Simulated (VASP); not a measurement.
# SnS2 (P-3m1) in VASP: settings compared

SnS2 is run at these levels: LDA, PBE+D4; tasks: single point.

Everything below comes from runs of VASP 6.6.1. Logs are shortened: lines on timing, memory, paths and dates and some standing lists are left out, and cuts for length are marked.

## (1) The cell of the first run

The structure is trigonal, space group P-3m1 (No. 164). The conventional cell has a = 3.619 Å, b = 3.619 Å, c = 5.507 Å, α = 90.00°, β = 90.00°, γ = 120.00°. Sn (site symmetry -3m) has 6 S at 2.55 Å within 3.4 Å. Within 3.4 Å of S (site symmetry 3m) lie 3 Sn at 2.55 Å and 3 S at 3.32 Å.

## (2) Single point, LDA (20.82 Å³/atom)

Input file INCAR:

```
PREC = Accurate ; ENCUT = 500
EDIFF = 1E-6 ; ISMEAR = 0
SIGMA = 0.05 ; LREAL = False
LASPH = True ; NELM = 120
ALGO = Normal ; ISIF = 2
LWAVE = False ; LCHARG = False
GGA = CA ; NBANDS = 20
GGA_COMPAT = False
```

Input file KPOINTS:

```
regular mesh
0
Gamma
  8 8 4
```

Input file POSCAR:

```
SnS2
1.0
    3.6188036258      0.0000000000      0.0000000000
   -1.8094018129      3.1339758713      0.0000000000
    0.0000000000      0.0000000000      5.5073013354
Sn S
1 2
Direct
    0.0000000000      0.0000000000      0.0000000000
    0.3333333333      0.6666666667      0.2662226678
    0.6666666667      0.3333333333      0.7337773322
```

Potentials or basis: VASP PAW LDA potentials, release 64 (Sn_d, S).

Run with:

```
$ cat potpaw_LDA.64/Sn_d/POTCAR potpaw_LDA.64/S/POTCAR > POTCAR
$ mpirun -np 1 vasp_std > vasp.out
```

OUTCAR:

```text
PREC = Accurate
   ENCUT = 500
   EDIFF = 1E-6
   ISMEAR = 0
   LREAL = False
   LASPH = True
   NELM = 120
   ISIF = 2
   GGA = CA

 ion  position               nearest neighbor table
   1  0.000  0.000  0.000-   2 2.55   3 2.55   3 2.55   2 2.55   3 2.55   2 2.55
   2  0.333  0.667  0.266-   1 2.55   1 2.55   1 2.55
   3  0.667  0.333  0.734-   1 2.55   1 2.55   1 2.55

  LATTYP: Found a hexagonal cell.
 ALAT       =     3.6188036258
 C/A-ratio  =     1.5218569187

  Lattice vectors:

 A1 = (   3.6188036258,   0.0000000000,   0.0000000000)
 A2 = (  -1.8094018129,   3.1339758713,   0.0000000000)
 A3 = (   0.0000000000,   0.0000000000,   5.5073013354)

Analysis of symmetry for initial positions (statically):
=====================================================================
 Subroutine PRICEL returns:
 Original cell was already a primitive cell.

 Routine SETGRP: Setting up the symmetry group for a
 hexagonal supercell.

 Subroutine GETGRP returns: Found 12 space group operations
 (whereof 12 operations were pure point group operations)
 out of a pool of 24 trial point group operations.

The static configuration has the point symmetry D_3d.

Analysis of symmetry for dynamics (positions and initial velocities):
=====================================================================
 Subroutine PRICEL returns:
 Original cell was already a primitive cell.

 Routine SETGRP: Setting up the symmetry group for a
 hexagonal supercell.

 Subroutine GETGRP returns: Found 12 space group operations
 (whereof 12 operations were pure point group operations)
 out of a pool of 24 trial point group operations.

The dynamic configuration has the point symmetry D_3d.

 Subroutine INISYM returns: Found 12 space group operations
 (whereof 12 operations are pure point group operations),
 and found     1 'primitive' translations

----------------------------------------------------------------------------------------

                                     Primitive cell

  volume of cell :      62.4596

  direct lattice vectors                    reciprocal lattice vectors
     3.618803626  0.000000000  0.000000000     0.276334420  0.159541752  0.000000000
    -1.809401813  3.133975871  0.000000000     0.000000000  0.319083503  0.000000000
     0.000000000  0.000000000  5.507301335     0.000000000  0.000000000  0.181577135

  length of vectors
     3.618803626  3.618803626  5.507301335     0.319083503  0.319083503  0.181577135

  position of ions in fractional coordinates (direct lattice)
     0.000000000  0.000000000  0.000000000
     0.333333333  0.666666667  0.266222668
     0.666666667  0.333333333  0.733777332

  ion indices of the primitive-cell ions
   primitive index   ion index
                 1           1
                 2           2
                 3           3

----------------------------------------------------------------------------------------

 KPOINTS: regular mesh

Automatic generation of k-mesh.
 Grid dimensions read from file:
 generate k-points for:    8    8    4

 Generating k-lattice:

  Cartesian coordinates                     Fractional coordinates (reciprocal lattice)
     0.034541802  0.019942719  0.000000000     0.125000000  0.000000000  0.000000000
     0.000000000  0.039885438  0.000000000     0.000000000  0.125000000  0.000000000
     0.000000000  0.000000000  0.045394284     0.000000000  0.000000000  0.250000000

  Length of vectors
     0.039885438  0.039885438  0.045394284

  Shift w.r.t. Gamma in fractional coordinates (k-lattice)
     0.000000000  0.000000000  0.000000000

 Subroutine IBZKPT returns following result:
 ===========================================

 Found     35 irreducible k-points:

 Following reciprocal coordinates:
            Coordinates               Weight
  0.000000  0.000000  0.000000      1.000000
  0.125000  0.000000  0.000000      6.000000
  0.250000  0.000000  0.000000      6.000000
  0.375000  0.000000  0.000000      6.000000
  0.500000  0.000000  0.000000      3.000000
  0.125000  0.125000  0.000000      6.000000
[... 16 lines left out ...]
 -0.125000  0.500000  0.250000     12.000000
  0.250000  0.250000  0.250000     12.000000
 [... further k-points ...]
   k-points           NKPTS =     35   k-points in BZ     NKDIM =     35   number of bands    NBANDS=     20
   number of dos      NEDOS =    301   number of ions     NIONS =      3
   total plane-waves  NPLWV =  31360
   dimension x,y,z NGX =    28 NGY =   28 NGZ =   40
   dimension x,y,z NGXF=    56 NGYF=   56 NGZF=   80
   ions per type =               1   2
   NGX,Y,Z   is equivalent  to a cutoff of  12.86, 12.86, 12.07 a.u.
   NGXF,Y,Z  is equivalent  to a cutoff of  25.73, 25.73, 24.15 a.u.
 SYSTEM =  unknown system
   PREC   = accura    normal or accurate (medium, high low for compatibility)
   ISTART =      0    job   : 0-new  1-cont  2-samecut
   ICHARG =      2    charge: 1-file 2-atom 10-const
   ISPIN  =      1    spin polarized calculation?
   LNONCOLLINEAR =      F non collinear calculations
   LSORBIT =      F    spin-orbit coupling
   LASPH  =      T    aspherical Exc in radial PAW
   ENCUT  =  500.0 eV  36.75 Ry    6.06 a.u.   6.60  6.60 10.04*2*pi/ulx,y,z
   NELM   =    120;   NELMIN=  2; NELMDL= -5     # of ELM steps
   EDIFF  = 0.1E-05   stopping-criterion for ELM
   LREAL  =      F    real-space projection
   EDIFFG = 0.1E-04   stopping-criterion for IOM
   NSW    =      0    number of steps for IOM
   IBRION =     -1    ionic relax: 0-MD 1-quasi-New 2-CG
   NFREE  =      0    steps in history (QN), initial steepest desc. (CG)
   ISIF   =      2    stress and relaxation
   ISYM   =      2    0-nonsym 1-usesym 2-fastsym
   POTIM  = 0.5000    time-step for ionic-motion
   TEBEG  =    0.0;   TEEND  =   0.0 temperature during run
   PSTRESS=    0.0 pullay stress
   NELECT =      26.0000    total number of electrons
   NUPDOWN=      -1.0000    fix difference up-down
   EMIN   =  10.00;   EMAX   =-10.00  energy-range for DOS
   EFERMI =   0.00;   METHOD = LEGACY
   ISMEAR =     0;   SIGMA  =   0.05  broadening in eV -4-tet -1-fermi 0-gaus
   EFERMI_NEDOS =   21; number of points for ismear=-14 and -15
   IALGO  =     38    algorithm
   IMIX   =      4    mixing-type and parameters
     AMIX     =   0.40;   BMIX     =  1.00
     AMIX_MAG =   1.60;   BMIX_MAG =  1.00
  volume/ion in A,a.u.               =      20.82       140.50
  Fermi-wavevector in a.u.,A,eV,Ry     =   1.222361  2.309927 20.329365  1.494166
  Thomas-Fermi vector in A             =   2.357510
   LORBIT       =      0    0 simple, 1 ext, 2 COOP (PROOUT), +10 PAW based schemes
   GGA     = CA    functional components
   LHFCALC =     F    Hartree Fock is set to
   AEXX    =    0.0000 exact exchange contribution
   IVDW    =     0    specifies the selected vdW correction
   LEPSILON=     F    determine dielectric tensor
   LRPA    =     F    only Hartree local field effects (RPA)
 non-spin polarized calculation
 Gauss-broadening in eV      SIGMA  =   0.05
  energy-cutoff  :      500.00
  volume of cell :       62.46
 maximum number of plane-waves:      1622
 NGX is ok and might be reduce to    28
   NGX = 13   NGY = 13   NGZ = 21

 number of electron      26.0000000 magnetization

 Free energy of the ion-electron system (eV)
  ---------------------------------------------------
  ext. energy  EPLUGINS =         0.00000000
  ---------------------------------------------------
  free energy    TOTEN  =       -15.06006269 eV

  energy without entropy =      -15.06006269  energy(sigma->0) =      -15.06006269

 E-fermi :   6.2133     XC(G=0): -10.4400

 val. band max:        5.9294694567   @ k =   0.0000   0.0000   0.0000
 cond. band min:       6.9373469931   @ k =   0.0000   0.3750   0.2500
 fundamental gap:      1.0078775364
 Fermi energy:         6.2132747116

 k-point     1 :       0.0000    0.0000    0.0000
  band No.  band energies     occupation
      1     -15.3446      2.00000
      2     -15.3446      2.00000
      3     -15.2927      2.00000
      4     -15.2620      2.00000
      5     -15.2620      2.00000
      6      -8.5513      2.00000
[... 12 lines left out ...]
     19      15.2294      0.00000
     20      15.2294      0.00000

 k-point     2 :       0.1250    0.0000    0.0000
  band No.  band energies     occupation
      1     -15.3557      2.00000
      2     -15.3346      2.00000
      3     -15.2849      2.00000
      4     -15.2686      2.00000
      5     -15.2610      2.00000
      6      -8.3675      2.00000
[... 12 lines left out ...]
     19      14.4981      0.00000
     20      15.2365      0.00000

 k-point     3 :       0.2500    0.0000    0.0000
  band No.  band energies     occupation
      1     -15.3867      2.00000
      2     -15.3163      2.00000
      3     -15.2874      2.00000
      4     -15.2591      2.00000
      5     -15.2524      2.00000
      6      -7.8356      2.00000
[... 12 lines left out ...]
     19      14.0325      0.00000
     20      15.6394      0.00000

 k-point     4 :       0.3750    0.0000    0.0000
  band No.  band energies     occupation
      1     -15.4200      2.00000
      2     -15.3084      2.00000
      3     -15.3006      2.00000
      4     -15.2365      2.00000
      5     -15.2331      2.00000
      6      -7.0525      2.00000
[... 12 lines left out ...]
     19      15.3191      0.00000
     20      16.8752      0.00000

 k-point     5 :       0.5000    0.0000    0.0000
  band No.  band energies     occupation
      1     -15.4341      2.00000
      2     -15.3074      2.00000
      3     -15.3058      2.00000
      4     -15.2271      2.00000
      5     -15.2226      2.00000
      6      -6.4743      2.00000
[... 12 lines left out ...]
     19      16.2795      0.00000
     20      17.2790      0.00000
[... 353 lines left out ...]
      6      -7.2056      2.00000
[... 12 lines left out ...]
     19      13.6397      0.00000
     20      15.5155      0.00000

 k-point    22 :       0.3750    0.1250    0.2500
  band No.  band energies     occupation
      1     -15.4191      2.00000
      2     -15.3194      2.00000
      3     -15.2970      2.00000
      4     -15.2374      2.00000
      5     -15.2254      2.00000
      6      -6.4574      2.00000
[... 12 lines left out ...]
     19      15.5086      0.00000
     20      17.2948      0.00000

 k-point    23 :      -0.1250    0.5000    0.2500
  band No.  band energies     occupation
      1     -15.4191      2.00000
      2     -15.3194      2.00000
      3     -15.2971      2.00000
      4     -15.2373      2.00000
      5     -15.2254      2.00000
      6      -6.4566      2.00000
[... 12 lines left out ...]
     19      15.4094      0.00000
     20      16.4072      0.00000

 k-point    24 :       0.2500    0.2500    0.2500
  band No.  band energies     occupation
      1     -15.3975      2.00000
      2     -15.3375      2.00000
      3     -15.2810      2.00000
      4     -15.2576      2.00000
      5     -15.2256      2.00000
      6      -6.5174      2.00000
[... 12 lines left out ...]
     19      13.4832      0.00000
     20      15.9948      0.00000

 [... further k-points ...]

------------------------ aborting loop because EDIFF is reached ----------------------------------------

  FORCE on cell =-STRESS in cart. coord.  units (eV):
  Direction    XX          YY          ZZ          XY          YZ          ZX
  --------------------------------------------------------------------------------------
  -------------------------------------------------------------------------------------
  Total        0.5407202      0.5407202      0.5719726     -0.0000000      0.0000000      0.0000000
  in kB       13.8702298     13.8702298     14.6718986     -0.0000000      0.0000000      0.0000000
  external PRESSURE =      14.1374527 kB  Pullay stress =       0.0000000 kB

 VOLUME and BASIS-vectors are now :
 -----------------------------------------------------------------------------
  energy-cutoff  :      500.00
  volume of cell :       62.46
      direct lattice vectors                 reciprocal lattice vectors
     3.618803626  0.000000000  0.000000000     0.276334420  0.159541752  0.000000000
    -1.809401813  3.133975871  0.000000000     0.000000000  0.319083503  0.000000000
     0.000000000  0.000000000  5.507301335     0.000000000  0.000000000  0.181577135

 POSITION                                       TOTAL-FORCE (eV/Angst)
 -----------------------------------------------------------------------------------
      0.00000      0.00000      0.00000         0.000000      0.000000      0.000000
     -0.00000      2.08932      1.46617         0.000000      0.000000     -0.005229
      1.80940      1.04466      4.04113        -0.000000     -0.000000      0.005229
 -----------------------------------------------------------------------------------
    total drift:                               -0.000000      0.000000      0.000000

  FREE ENERGIE OF THE ION-ELECTRON SYSTEM (eV)
  ---------------------------------------------------
  free  energy   TOTEN  =       -15.0600626923 eV

  energy  without entropy=      -15.0600626923  energy(sigma->0) =      -15.06006269
```

It took 17 s on 1 thread of AMD EPYC 9R45 (Zen 5), shared host; peak memory 0.15 GiB.

Results:

```yaml
Free_energy: -15.0601 eV
Pressure: 1.4 GPa
Largest_force: 0.005 eV/Å
Band_gap_on_the_k_mesh: 1.01 eV (least direct gap 1.48 eV)
```

Forces in eV/Å, atoms in the order of the input:
```
Sn   0.000  0.000  0.000
S    0.000  0.000 -0.005
S    0.000  0.000  0.005
```

Caveat: spin-orbit coupling is left out, which moves the levels of the heavy elements.

[end of part 1 of 2]
